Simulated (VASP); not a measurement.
# Ti3Al (P-6m2) in VASP: notebook, part 2 of 3

VASP 6.6.1.

## (3) Single point, PBEsol

This run uses another cell than the first one, of 17.29 Å³/atom, 1.010 times its volume.

INCAR

```
  PREC = Accurate
  ENCUT = 520
  EDIFF = 1E-6
  ISMEAR = -1
  SIGMA = 0.05
  LREAL = F
  LASPH = T
  NELM = 80
  ALGO = Normal
  ISIF = 2
  LWAVE = F
  LCHARG = F
  GGA = PS
  NBANDS = 28
```

KPOINTS

```
Automatic mesh
0
Gamma
  9 9 3
```

POSCAR

```
Ti3Al
1.0
    2.9275422229      0.0000000000      0.0000000000
   -1.4637711114      2.5353259357      0.0000000000
    0.0000000000      0.0000000000      9.3186256200
Ti Al
3 1
Direct
    0.3333333333      0.6666666667      0.2494060000
    0.3333333333      0.6666666667      0.7505940000
    0.6666666667      0.3333333333      0.0000000000
    0.6666666667      0.3333333333      0.5000000000
```

Potentials or basis: VASP PAW PBE potentials, release 64 (Ti_sv, Al).

Command:

```
$ cat potpaw_PBE.64/Ti_sv/POTCAR potpaw_PBE.64/Al/POTCAR > POTCAR
$ mpirun -np 1 vasp_std > vasp.out
```

OUTCAR:

```text
PREC = Accurate
   ENCUT = 520
   EDIFF = 1E-6
   ISMEAR = -1
   LREAL = F
   LASPH = T
   NELM = 80
   ISIF = 2
   GGA = PS

 ion  position               nearest neighbor table
   1  0.333  0.667  0.249-   3 2.87   3 2.87   3 2.87   4 2.88   4 2.88   4 2.88
   2  0.333  0.667  0.751-   3 2.87   3 2.87   3 2.87   4 2.88   4 2.88   4 2.88
   3  0.667  0.333  0.000-   1 2.87   2 2.87   1 2.87   2 2.87   1 2.87   2 2.87
   4  0.667  0.333  0.500-   1 2.88   2 2.88   1 2.88   2 2.88   1 2.88   2 2.88

  LATTYP: Found a hexagonal cell.
 ALAT       =     2.9275422229
 C/A-ratio  =     3.1830883760

  Lattice vectors:

 A1 = (   2.9275422229,   0.0000000000,   0.0000000000)
 A2 = (  -1.4637711114,   2.5353259357,   0.0000000000)
 A3 = (   0.0000000000,   0.0000000000,   9.3186256200)

Analysis of symmetry for initial positions (statically):
=====================================================================
 Subroutine PRICEL returns:
 Original cell was already a primitive cell.

 Routine SETGRP: Setting up the symmetry group for a
 hexagonal supercell.

 Subroutine GETGRP returns: Found 12 space group operations
 (whereof 12 operations were pure point group operations)
 out of a pool of 24 trial point group operations.

The static configuration has the point symmetry D_3h.

Analysis of symmetry for dynamics (positions and initial velocities):
=====================================================================
 Subroutine PRICEL returns:
 Original cell was already a primitive cell.

 Routine SETGRP: Setting up the symmetry group for a
 hexagonal supercell.

 Subroutine GETGRP returns: Found 12 space group operations
 (whereof 12 operations were pure point group operations)
 out of a pool of 24 trial point group operations.

The dynamic configuration has the point symmetry D_3h.

 Subroutine INISYM returns: Found 12 space group operations
 (whereof 12 operations are pure point group operations),
 and found     1 'primitive' translations

----------------------------------------------------------------------------------------

                                     Primitive cell

  volume of cell :      69.1654

  direct lattice vectors                    reciprocal lattice vectors
     2.927542223  0.000000000  0.000000000     0.341583459  0.197213302  0.000000000
    -1.463771111  2.535325936  0.000000000     0.000000000  0.394426604  0.000000000
     0.000000000  0.000000000  9.318625620     0.000000000  0.000000000  0.107311962

  length of vectors
     2.927542223  2.927542223  9.318625620     0.394426604  0.394426604  0.107311962

  position of ions in fractional coordinates (direct lattice)
     0.333333333  0.666666667  0.249406000
     0.333333333  0.666666667  0.750594000
     0.666666667  0.333333333  0.000000000
     0.666666667  0.333333333  0.500000000

  ion indices of the primitive-cell ions
   primitive index   ion index
                 1           1
                 2           2
                 3           3
                 4           4

----------------------------------------------------------------------------------------

 KPOINTS: Automatic mesh

Automatic generation of k-mesh.
 Grid dimensions read from file:
 generate k-points for:    9    9    3

 Generating k-lattice:

  Cartesian coordinates                     Fractional coordinates (reciprocal lattice)
     0.037953718  0.021912589  0.000000000     0.111111111  0.000000000  0.000000000
     0.000000000  0.043825178  0.000000000     0.000000000  0.111111111  0.000000000
     0.000000000  0.000000000  0.035770654     0.000000000  0.000000000  0.333333333

  Length of vectors
     0.043825178  0.043825178  0.035770654

  Shift w.r.t. Gamma in fractional coordinates (k-lattice)
     0.000000000  0.000000000  0.000000000

 Subroutine IBZKPT returns following result:
 ===========================================

 Found     24 irreducible k-points:

 Following reciprocal coordinates:
            Coordinates               Weight
  0.000000  0.000000  0.000000      1.000000
  0.111111 -0.000000  0.000000      6.000000
  0.222222  0.000000  0.000000      6.000000
  0.333333 -0.000000  0.000000      6.000000
  0.444444  0.000000  0.000000      6.000000
  0.111111  0.111111  0.000000      6.000000
[... 16 lines left out ...]
  0.333333  0.222222  0.333333     24.000000
  0.333333  0.333333  0.333333      4.000000
   k-points           NKPTS =     24   k-points in BZ     NKDIM =     24   number of bands    NBANDS=     28
   number of dos      NEDOS =    301   number of ions     NIONS =      4
   total plane-waves  NPLWV =  40320
   dimension x,y,z NGX =    24 NGY =   24 NGZ =   70
   dimension x,y,z NGXF=    48 NGYF=   48 NGZF=  140
   ions per type =               3   1
   NGX,Y,Z   is equivalent  to a cutoff of  13.63, 13.63, 12.49 a.u.
   NGXF,Y,Z  is equivalent  to a cutoff of  27.26, 27.26, 24.98 a.u.
 SYSTEM =  unknown system
   PREC   = accura    normal or accurate (medium, high low for compatibility)
   ISTART =      0    job   : 0-new  1-cont  2-samecut
   ICHARG =      2    charge: 1-file 2-atom 10-const
   ISPIN  =      1    spin polarized calculation?
   LNONCOLLINEAR =      F non collinear calculations
   LSORBIT =      F    spin-orbit coupling
   LASPH  =      T    aspherical Exc in radial PAW
   ENCUT  =  520.0 eV  38.22 Ry    6.18 a.u.   5.44  5.44 17.33*2*pi/ulx,y,z
   NELM   =     80;   NELMIN=  2; NELMDL= -5     # of ELM steps
   EDIFF  = 0.1E-05   stopping-criterion for ELM
   LREAL  =      F    real-space projection
   EDIFFG = 0.1E-04   stopping-criterion for IOM
   NSW    =      0    number of steps for IOM
   IBRION =     -1    ionic relax: 0-MD 1-quasi-New 2-CG
   NFREE  =      0    steps in history (QN), initial steepest desc. (CG)
   ISIF   =      2    stress and relaxation
   ISYM   =      2    0-nonsym 1-usesym 2-fastsym
   POTIM  = 0.5000    time-step for ionic-motion
   TEBEG  =    0.0;   TEEND  =   0.0 temperature during run
   PSTRESS=    0.0 pullay stress
   NELECT =      39.0000    total number of electrons
   NUPDOWN=      -1.0000    fix difference up-down
   EMIN   =  10.00;   EMAX   =-10.00  energy-range for DOS
   EFERMI =   0.00;   METHOD = LEGACY
   ISMEAR =    -1;   SIGMA  =   0.05  broadening in eV -4-tet -1-fermi 0-gaus
   EFERMI_NEDOS =   21; number of points for ismear=-14 and -15
   IALGO  =     38    algorithm
   IMIX   =      4    mixing-type and parameters
     AMIX     =   0.40;   BMIX     =  1.00
     AMIX_MAG =   1.60;   BMIX_MAG =  1.00
  volume/ion in A,a.u.               =      17.29       116.69
  Fermi-wavevector in a.u.,A,eV,Ry     =   1.352488  2.555832 24.888101  1.829224
  Thomas-Fermi vector in A             =   2.479823
   LORBIT       =      0    0 simple, 1 ext, 2 COOP (PROOUT), +10 PAW based schemes
   GGA     = PS    functional components
   LHFCALC =     F    Hartree Fock is set to
   AEXX    =    0.0000 exact exchange contribution
   IVDW    =     0    specifies the selected vdW correction
   LEPSILON=     F    determine dielectric tensor
   LRPA    =     F    only Hartree local field effects (RPA)
 non-spin polarized calculation
  energy-cutoff  :      520.00
  volume of cell :       69.17
 maximum number of plane-waves:      1919
 NGX is ok and might be reduce to    24
   NGX = 11   NGY = 11   NGZ = 35

 number of electron      38.9999990 magnetization

 Free energy of the ion-electron system (eV)
  ---------------------------------------------------
  ext. energy  EPLUGINS =         0.00000000
  ---------------------------------------------------
  free energy    TOTEN  =       -29.58182226 eV

  energy without entropy =      -29.54136573  energy(sigma->0) =      -29.56159400

 E-fermi :   7.7876     XC(G=0): -11.2681

 val. band max:        7.7829335370   @ k =   0.2222   0.0000   0.3333
 cond. band min:       7.7916124289   @ k =   0.3333   0.2222   0.3333
 fundamental gap:      0.0086788919
 Fermi energy:         7.7875887009

 k-point     1 :       0.0000    0.0000    0.0000
  band No.  band energies     occupation
      1     -48.7310      2.00000
      2     -48.6872      2.00000
      3     -48.6301      2.00000
      4     -25.3342      2.00000
      5     -25.1006      2.00000
      6     -24.8176      2.00000
[... 20 lines left out ...]
     27       9.8806      0.00000
[... 691 lines left out ...]
      6     -25.1506      2.00000
[... 20 lines left out ...]
     27      10.8764      0.00000
     28      10.9785      0.00000

------------------------ aborting loop because EDIFF is reached ----------------------------------------

  FORCE on cell =-STRESS in cart. coord.  units (eV):
  Direction    XX          YY          ZZ          XY          YZ          ZX
  --------------------------------------------------------------------------------------
  -------------------------------------------------------------------------------------
  Total       -1.7607408     -1.7607408     -2.4367583     -0.0000000      0.0000000      0.0000000
  in kB      -40.7865690    -40.7865690    -56.4461346     -0.0000000      0.0000000      0.0000000
  external PRESSURE =     -46.0064242 kB  Pullay stress =       0.0000000 kB

 VOLUME and BASIS-vectors are now :
 -----------------------------------------------------------------------------
  energy-cutoff  :      520.00
  volume of cell :       69.17
      direct lattice vectors                 reciprocal lattice vectors
     2.927542223  0.000000000  0.000000000     0.341583459  0.197213302  0.000000000
    -1.463771111  2.535325936  0.000000000     0.000000000  0.394426604  0.000000000
     0.000000000  0.000000000  9.318625620     0.000000000  0.000000000  0.107311962

 POSITION                                       TOTAL-FORCE (eV/Angst)
 -----------------------------------------------------------------------------------
     -0.00000      1.69022      2.32412         0.000000      0.000000     -0.069705
     -0.00000      1.69022      6.99450         0.000000      0.000000      0.069705
      1.46377      0.84511      0.00000        -0.000000      0.000000      0.000000
      1.46377      0.84511      4.65931         0.000000      0.000000      0.000000
 -----------------------------------------------------------------------------------
    total drift:                                0.000000     -0.000000      0.000000

  FREE ENERGIE OF THE ION-ELECTRON SYSTEM (eV)
  ---------------------------------------------------
  free  energy   TOTEN  =       -29.5818222614 eV

  energy  without entropy=      -29.5413657309  energy(sigma->0) =      -29.56159400
```

Run time: 43 s. Hardware: 1 thread of Intel Xeon Platinum 8488C (Sapphire Rapids), shared host; peak memory 0.2 GiB.

What came out:

- Free energy: -29.5818 eV
- Pressure: -4.6 GPa
- Largest force: 0.070 eV/Å

Forces in eV/Å, atoms in the order of the input:
```
Ti   0.000  0.000 -0.070
Ti   0.000  0.000  0.070
Ti   0.000  0.000  0.000
Al   0.000  0.000  0.000
```

Stress tensor (GPa, compression positive):
```
-4.08  0.00  0.00
 0.00 -4.08  0.00
 0.00  0.00 -5.64
```

Caveat: the PAW data sets were made with another functional, which shifts forces and pressure a little.

## (4) Single point, PBEsol

This run uses another cell than the first one, of 17.46 Å³/atom, 1.020 times its volume.

INCAR

```
PREC = Accurate
ENCUT = 520
EDIFF = 1E-6
ISMEAR = -1
SIGMA = 0.05
LREAL = F
LASPH = T
NELM = 80
ALGO = Normal
ISIF = 2
LWAVE = F
LCHARG = T
GGA = PS
LELF = T
LVHAR = T
NBANDS = 28
```

KPOINTS

```
regular mesh
0
Gamma
  9 9 3
```

POSCAR: that of step 3 with these lines changed.

```diff
@@ -4,3 +4,3 @@
    -1.4637711114      2.5353259357      0.0000000000
-    0.0000000000      0.0000000000      9.3186256200
+    0.0000000000      0.0000000000      9.4108892400
 Ti Al
```

Command:

```
$ cat potpaw_PBE.64/Ti_sv/POTCAR potpaw_PBE.64/Al/POTCAR > POTCAR
$ mpirun -np 1 vasp_std > vasp.out
```

It took 47 s on 1 thread of Intel Xeon Platinum 8488C (Sapphire Rapids), shared host; peak memory 0.2 GiB.

It converged, with:

```yaml
Free_energy: -29.5539 eV
Pressure: -5.6 GPa
Largest_force: 0.050 eV/Å
```

Forces in eV/Å, atoms in the order of the input:
```
Ti   0.000  0.000 -0.050
Ti   0.000  0.000  0.050
Ti   0.000  0.000  0.000
Al   0.000  0.000  0.000
```

Stress tensor (GPa, compression positive):
```
-4.60  0.00  0.00
 0.00 -4.60  0.00
 0.00  0.00 -7.55
```

Levels at points of the mesh, in eV from the Fermi level:
```csv
k point,band 17,band 18,band 19,band 20,band 21,band 22,band 23,band 24
"(0.00, 0.00, 0.00)",-0.90,0.34,0.62,0.85,0.85,0.93,0.93,1.20
```

Caveat: the PAW data sets were made with another functional, which shifts forces and pressure a little.

## (5) Single point, PBEsol

This run uses another cell than the first one, of 17.80 Å³/atom, 1.040 times its volume.

INCAR

```
PREC = Accurate ; ENCUT = 520
EDIFF = 1E-6 ; ISMEAR = -1
SIGMA = 0.05 ; LREAL = F
LASPH = T ; NELM = 80
ALGO = Normal ; ISIF = 2
LWAVE = F ; LCHARG = F
GGA = PS ; NBANDS = 28
```

KPOINTS is that of step 4.

POSCAR: that of step 4 with these lines changed.

```diff
@@ -4,3 +4,3 @@
    -1.4637711114      2.5353259357      0.0000000000
-    0.0000000000      0.0000000000      9.4108892400
+    0.0000000000      0.0000000000      9.5954164800
 Ti Al
```

Potentials or basis: VASP PAW PBE potentials, release 64 (Ti_sv, Al).

Command:

```
$ cat potpaw_PBE.64/Ti_sv/POTCAR potpaw_PBE.64/Al/POTCAR > POTCAR
$ mpirun -np 1 vasp_std > vasp.out
```

OUTCAR:

```text
PREC = Accurate
   ENCUT = 520
   EDIFF = 1E-6
   ISMEAR = -1
   LREAL = F
   LASPH = T
   NELM = 80
   ISIF = 2
   GGA = PS

 ion  position               nearest neighbor table
   1  0.333  0.667  0.249-   4 2.94   4 2.94   4 2.94
   2  0.333  0.667  0.751-   4 2.94   4 2.94   4 2.94
   3  0.667  0.333  0.000-
   4  0.667  0.333  0.500-   1 2.94   2 2.94   1 2.94   2 2.94   1 2.94   2 2.94

  LATTYP: Found a hexagonal cell.
 ALAT       =     2.9275422229
 C/A-ratio  =     3.2776355555

  Lattice vectors:

 A1 = (   2.9275422229,   0.0000000000,   0.0000000000)
 A2 = (  -1.4637711114,   2.5353259357,   0.0000000000)
 A3 = (   0.0000000000,   0.0000000000,   9.5954164800)

Analysis of symmetry for initial positions (statically):
=====================================================================
 Subroutine PRICEL returns:
 Original cell was already a primitive cell.

 Routine SETGRP: Setting up the symmetry group for a
 hexagonal supercell.

 Subroutine GETGRP returns: Found 12 space group operations
 (whereof 12 operations were pure point group operations)
 out of a pool of 24 trial point group operations.

The static configuration has the point symmetry D_3h.

Analysis of symmetry for dynamics (positions and initial velocities):
=====================================================================
 Subroutine PRICEL returns:
 Original cell was already a primitive cell.

 Routine SETGRP: Setting up the symmetry group for a
 hexagonal supercell.

 Subroutine GETGRP returns: Found 12 space group operations
 (whereof 12 operations were pure point group operations)
 out of a pool of 24 trial point group operations.

The dynamic configuration has the point symmetry D_3h.

 Subroutine INISYM returns: Found 12 space group operations
 (whereof 12 operations are pure point group operations),
 and found     1 'primitive' translations

[... 114 lines left out ...]
   IALGO  =     38    algorithm
   IMIX   =      4    mixing-type and parameters
     AMIX     =   0.40;   BMIX     =  1.00
     AMIX_MAG =   1.60;   BMIX_MAG =  1.00
  volume/ion in A,a.u.               =      17.80       120.15
  Fermi-wavevector in a.u.,A,eV,Ry     =   1.339356  2.531016 24.407153  1.793875
  Thomas-Fermi vector in A             =   2.467754
   LORBIT       =      0    0 simple, 1 ext, 2 COOP (PROOUT), +10 PAW based schemes
   GGA     = PS    functional components
   LHFCALC =     F    Hartree Fock is set to
   AEXX    =    0.0000 exact exchange contribution
   IVDW    =     0    specifies the selected vdW correction
   LEPSILON=     F    determine dielectric tensor
   LRPA    =     F    only Hartree local field effects (RPA)
 non-spin polarized calculation
  energy-cutoff  :      520.00
  volume of cell :       71.22
 maximum number of plane-waves:      1962
 NGX is ok and might be reduce to    24
   NGX = 11   NGY = 11   NGZ = 35

 number of electron      38.9999991 magnetization

 Free energy of the ion-electron system (eV)
  ---------------------------------------------------
  ext. energy  EPLUGINS =         0.00000000
  ---------------------------------------------------
  free energy    TOTEN  =       -29.47527110 eV

  energy without entropy =      -29.43068486  energy(sigma->0) =      -29.45297798

 E-fermi :   7.5073     XC(G=0): -11.1363

 val. band max:        7.5014833741   @ k =   0.2222   0.0000   0.0000
 cond. band min:       7.5079799884   @ k =   0.1111   0.0000   0.0000
 fundamental gap:      0.0064966143
 Fermi energy:         7.5072870430

 k-point     1 :       0.0000    0.0000    0.0000
  band No.  band energies     occupation
      1     -49.0614      2.00000
      2     -49.0238      2.00000
      3     -48.9820      2.00000
      4     -25.6249      2.00000
      5     -25.4225      2.00000
      6     -25.1841      2.00000
[... 733 lines left out ...]
     27      10.3998      0.00000
     28      10.4508      0.00000

------------------------ aborting loop because EDIFF is reached ----------------------------------------

  FORCE on cell =-STRESS in cart. coord.  units (eV):
  Direction    XX          YY          ZZ          XY          YZ          ZX
  --------------------------------------------------------------------------------------
  -------------------------------------------------------------------------------------
  Total       -2.5047832     -2.5047832     -4.8388607     -0.0000000      0.0000000     -0.0000000
  in kB      -56.3481856    -56.3481856   -108.8561332     -0.0000000      0.0000000     -0.0000000
  external PRESSURE =     -73.8508348 kB  Pullay stress =       0.0000000 kB

 VOLUME and BASIS-vectors are now :
 -----------------------------------------------------------------------------
  energy-cutoff  :      520.00
  volume of cell :       71.22
      direct lattice vectors                 reciprocal lattice vectors
     2.927542223  0.000000000  0.000000000     0.341583459  0.197213302  0.000000000
    -1.463771111  2.535325936  0.000000000     0.000000000  0.394426604  0.000000000
     0.000000000  0.000000000  9.595416480     0.000000000  0.000000000  0.104216425

 POSITION                                       TOTAL-FORCE (eV/Angst)
 -----------------------------------------------------------------------------------
     -0.00000      1.69022      2.39315         0.000000      0.000000     -0.008032
     -0.00000      1.69022      7.20226         0.000000      0.000000      0.008032
      1.46377      0.84511      0.00000         0.000000      0.000000      0.000000
      1.46377      0.84511      4.79771        -0.000000     -0.000000      0.000000
 -----------------------------------------------------------------------------------
    total drift:                                0.000000     -0.000000      0.000000

  FREE ENERGIE OF THE ION-ELECTRON SYSTEM (eV)
  ---------------------------------------------------
  free  energy   TOTEN  =       -29.4752710967 eV

  energy  without entropy=      -29.4306848550  energy(sigma->0) =      -29.45297798
```

It took 37 s on 1 thread of Intel Xeon Platinum 8488C (Sapphire Rapids), shared host; peak memory 0.2 GiB.

What came out:

- Free energy: -29.4753 eV
- Pressure: -7.4 GPa
- Largest force: 0.008 eV/Å

Forces on the atoms (eV/Å):
```
Ti   0.000  0.000 -0.008
Ti   0.000  0.000  0.008
Ti   0.000  0.000  0.000
Al   0.000  0.000  0.000
```

Stress tensor (GPa, compression positive):
```
 -5.63   0.00   0.00
  0.00  -5.63   0.00
  0.00   0.00 -10.89
```

Caveat: the PAW data sets were made with another functional, which shifts forces and pressure a little.

(Part 2 of 3 ends here.)
